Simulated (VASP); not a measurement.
# LiBr (rocksalt type) (Fm-3m) in VASP: notebook, part 2 of 2

VASP 6.6.1. Earlier steps stand in the parts before.

### 3 Single point, PBE (volume scaled by 0.6)

File INCAR:

```
ALGO     = Normal         # electronic algorithm
EDIFF    = 1E-6           # SCF threshold, eV
ENCUT    = 750            # plane-wave cutoff, eV
GGA      = PE             # functional
GGA_COMPAT= False        
ISIF     = 2              # what is computed and relaxed
ISMEAR   = -1             # smearing method
LASPH    = True           # aspherical terms in the spheres
LCHARG   = False          # write CHGCAR
LREAL    = False          # projectors in reciprocal space
LWAVE    = False          # write WAVECAR
NBANDS   = 12             # bands
NELM     = 120            # most SCF steps
PREC     = Accurate       # precision mode
SIGMA    = 0.05           # smearing width, eV
```

File KPOINTS:

```
k-points
0
Gamma
  13 13 13
```

File POSCAR:

```
LiBr
1.0
    0.0000000000      2.3234815647      2.3234815647
    2.3234815647      0.0000000000      2.3234815647
    2.3234815647      2.3234815647      0.0000000000
Li Br
1 1
Direct
    0.0000000000      0.0000000000      0.0000000000
    0.5000000000      0.5000000000      0.5000000000
```

Potentials or basis: VASP PAW PBE potentials, release 64 (Li_sv, Br).

The run is started by

```sh
cat potpaw_PBE.64/Li_sv/POTCAR potpaw_PBE.64/Br/POTCAR > POTCAR
mpirun -np 1 vasp_std > vasp.out
```

It took 36 s on 1 thread of AMD EPYC 7R43 (Zen 3), shared host; peak memory 0.16 GiB.

Results (log left out):

```yaml
Free_energy: -5.3161 eV
Pressure: 40.0 GPa
Band_gap_on_the_k_mesh: 5.59 eV, indirect (least direct gap 6.39 eV)
```

Levels at points of the mesh, in eV from the valence-band top:
| k point | band 1 | band 2 | band 3 | band 4 | band 5 | band 6 | band 7 | band 8 | band 9 | band 10 |
| --- | --- | --- | --- | --- | --- | --- | --- | --- | --- | --- |
| (0.00, 0.00, 0.00) | -44.51 | -16.14 | -0.03 | -0.03 | -0.03 | 8.37 | 10.48 | 10.48 | 10.48 | 14.24 |

Caveat: the cell differs from its parent crystal (volume scaled by 0.6). A k mesh can miss the band edges.

### 4 Single point, PBE

File INCAR:

```
PREC = Accurate
ENCUT = 750
EDIFF = 1E-6
ISMEAR = -1
SIGMA = 0.05
LREAL = F
LASPH = T
NELM = 120
ALGO = Normal
ISIF = 2
LWAVE = F
LCHARG = T
GGA = PE
LELF = T
LVHAR = T
NBANDS = 12
GGA_COMPAT = F
```

File KPOINTS:

```
regular mesh
0
Gamma
  13 13 13
```

File POSCAR:

```
LiBr
1.0
    0.0000000000      2.4459908468      2.4459908468
    2.4459908468      0.0000000000      2.4459908468
    2.4459908468      2.4459908468      0.0000000000
Li Br
1 1
Direct
    0.0000000000      0.0000000000      0.0000000000
    0.5000000000      0.5000000000      0.5000000000
```

Potentials or basis: VASP PAW PBE potentials, release 64 (Li_sv, Br).

The run is started by

```sh
cat potpaw_PBE.64/Li_sv/POTCAR potpaw_PBE.64/Br/POTCAR > POTCAR
mpirun -np 1 vasp_std > vasp.out
```

OUTCAR:

```text
PREC = Accurate
   ENCUT = 750
   EDIFF = 1E-6
   ISMEAR = -1
   LREAL = F
   LASPH = T
   NELM = 120
   ISIF = 2
   GGA = PE

 ion  position               nearest neighbor table
   1  0.000  0.000  0.000-   2 2.45   2 2.45   2 2.45   2 2.45   2 2.45   2 2.45
   2  0.500  0.500  0.500-   1 2.45   1 2.45   1 2.45   1 2.45   1 2.45   1 2.45

  LATTYP: Found a face centered cubic cell.
 ALAT       =     4.8919816936

  Lattice vectors:

 A1 = (   0.0000000000,   2.4459908468,   2.4459908468)
 A2 = (   2.4459908468,   0.0000000000,   2.4459908468)
 A3 = (   2.4459908468,   2.4459908468,   0.0000000000)

Analysis of symmetry for initial positions (statically):
=====================================================================
 Subroutine PRICEL returns:
 Original cell was already a primitive cell.

 Routine SETGRP: Setting up the symmetry group for a
 face centered cubic supercell.

 Subroutine GETGRP returns: Found 48 space group operations
 (whereof 48 operations were pure point group operations)
 out of a pool of 48 trial point group operations.

The static configuration has the point symmetry O_h .

Analysis of symmetry for dynamics (positions and initial velocities):
[... 162 lines left out ...]
 fundamental gap:      5.7496521506
 Fermi energy:         4.4907150958

 k-point     1 :       0.0000    0.0000    0.0000
  band No.  band energies     occupation
      1     -40.8478      2.00000
      2     -11.6782      2.00000
      3       3.3887      2.00000
      4       3.3887      2.00000
      5       3.3887      2.00000
      6      10.4239      0.00000
      7      13.9864      0.00000
      8      13.9864      0.00000
      9      13.9864      0.00000
     10      17.1004      0.00000
     11      17.1005      0.00000
     12      17.1005      0.00000
[... 331 lines left out ...]
 k-point    24 :       0.4615    0.1538    0.0000
  band No.  band energies     occupation
      1     -40.8408      2.00000
      2     -10.5794      2.00000
      3      -0.9005      2.00000
      4       1.9317      2.00000
      5       2.4362      2.00000
      6      10.3258      0.00000
      7      11.6177      0.00000
      8      12.7105      0.00000
      9      15.4580      0.00000
     10      19.2083      0.00000
     11      21.1078      0.00000
     12      21.2788      0.00000

 [... further k-points ...]
[... 5 lines left out ...]
  --------------------------------------------------------------------------------------
  -------------------------------------------------------------------------------------
  Total        3.6425421      3.6425421      3.6425421      0.0000000      0.0000000     -0.0000000
  in kB      199.3979469    199.3979469    199.3979469      0.0000000      0.0000000     -0.0000000
  external PRESSURE =     199.3979469 kB  Pullay stress =       0.0000000 kB

 VOLUME and BASIS-vectors are now :
 -----------------------------------------------------------------------------
  energy-cutoff  :      750.00
  volume of cell :       29.27
      direct lattice vectors                 reciprocal lattice vectors
     0.000000000  2.445990847  2.445990847    -0.204416137  0.204416137  0.204416137
     2.445990847  0.000000000  2.445990847     0.204416137 -0.204416137  0.204416137
     2.445990847  2.445990847  0.000000000     0.204416137  0.204416137 -0.204416137

 POSITION                                       TOTAL-FORCE (eV/Angst)
 -----------------------------------------------------------------------------------
      0.00000      0.00000      0.00000         0.000000      0.000000      0.000000
      2.44599      2.44599      2.44599        -0.000000     -0.000000     -0.000000
 -----------------------------------------------------------------------------------
    total drift:                                0.000000     -0.000000      0.000000

  FREE ENERGIE OF THE ION-ELECTRON SYSTEM (eV)
  ---------------------------------------------------
  free  energy   TOTEN  =        -6.0719992273 eV

  energy  without entropy=       -6.0719992273  energy(sigma->0) =       -6.07199923
```

stdout:

```text
POSCAR found type information on POSCAR LiBr
 POSCAR found :  2 types and       2 ions
 scaLAPACK will be used
 LDA part: xc-table for (Slater+PW92), standard interpolation
 POSCAR, INCAR and KPOINTS ok, starting setup
 FFT: planning ... GRIDC
 FFT: planning ... GRID_SOFT
 FFT: planning ... GRID
 WAVECAR not read
 entering main loop
```

It took 55 s on 1 thread of AMD EPYC 7R43 (Zen 3), shared host; peak memory 0.17 GiB.

Results:

```
Free energy            : -6.0720 eV
Pressure               : 19.9 GPa
Band gap on the k mesh : 5.75 eV, indirect (least direct gap 6.23 eV)
```

### 5 Single point, PBEsol

This run uses another cell than the first one, of 14.63 Å³/atom, 1.400 times its volume.

File INCAR:

```
SYSTEM = LiBr
PREC     = Accurate       ! precision mode
ENCUT    = 750            ! plane-wave cutoff, eV
EDIFF    = 1E-6           ! SCF threshold, eV
ISMEAR   = -5             ! smearing method
SIGMA    = 0.1            ! smearing width, eV
LREAL    = .False.        ! projectors in reciprocal space
LASPH    = .True.         ! aspherical terms in the spheres
NELM     = 120            ! most SCF steps
ALGO     = Normal         ! electronic algorithm
ISIF     = 2              ! what is computed and relaxed
LWAVE    = .False.        ! write WAVECAR
LCHARG   = .False.        ! write CHGCAR
GGA      = PS             ! functional
NBANDS   = 12             ! bands
GGA_COMPAT= .False.
```

File KPOINTS:

```
regular mesh
0
Gamma
  13 13 13
  0 0 0
```

POSCAR is that of step 4.

The run is started by

```sh
cat potpaw_PBE.64/Li_sv/POTCAR potpaw_PBE.64/Br/POTCAR > POTCAR
mpirun -np 1 vasp_std > vasp.out
```

Run time: 37 s. Hardware: 1 thread of AMD EPYC 7R43 (Zen 3), shared host; peak memory 0.17 GiB.

It converged, with:

```yaml
Free_energy: -6.5154 eV
Pressure: 17.0 GPa
Band_gap_on_the_k_mesh: 5.57 eV, indirect (least direct gap 6.07 eV)
```

Levels at points of the mesh, in eV from the valence-band top:
| k point | band 3 | band 4 | band 5 | band 6 | band 7 | band 8 |
| --- | --- | --- | --- | --- | --- | --- |
| (0.00, 0.00, 0.00) | -0.02 | -0.02 | -0.02 | 6.82 | 10.47 | 10.47 |

Caveat: the PAW data sets were made with another functional, which shifts forces and pressure a little.

### 6 Summary

```csv
level,cell,smearing,gap on the mesh (eV),pressure (GPa)
PBE,"a = 3.092 Å, angles 60.0°, 2 atoms",fermi-dirac 0.05 eV,4.60,80.6
PBE,"a = 3.286 Å, angles 60.0°, 2 atoms",fermi-dirac 0.05 eV,5.59,40.0
PBE,"a = 3.459 Å, angles 60.0°, 2 atoms",fermi-dirac 0.05 eV,5.75,19.9
PBEsol,"a = 3.459 Å, angles 60.0°, 2 atoms",tetrahedron,5.57,17.0
```

Alike in all rows: task single point; potentials or basis VASP PAW PBE potentials, release 64 (Li_sv, Br); no spin polarisation; k mesh 13 × 13 × 13; cutoff (eV) 750.

Caveats: the PAW data sets were made with another functional, which shifts forces and pressure a little (some runs).

Total energies depend on the potentials used, so only differences within one code and one set of settings carry meaning.
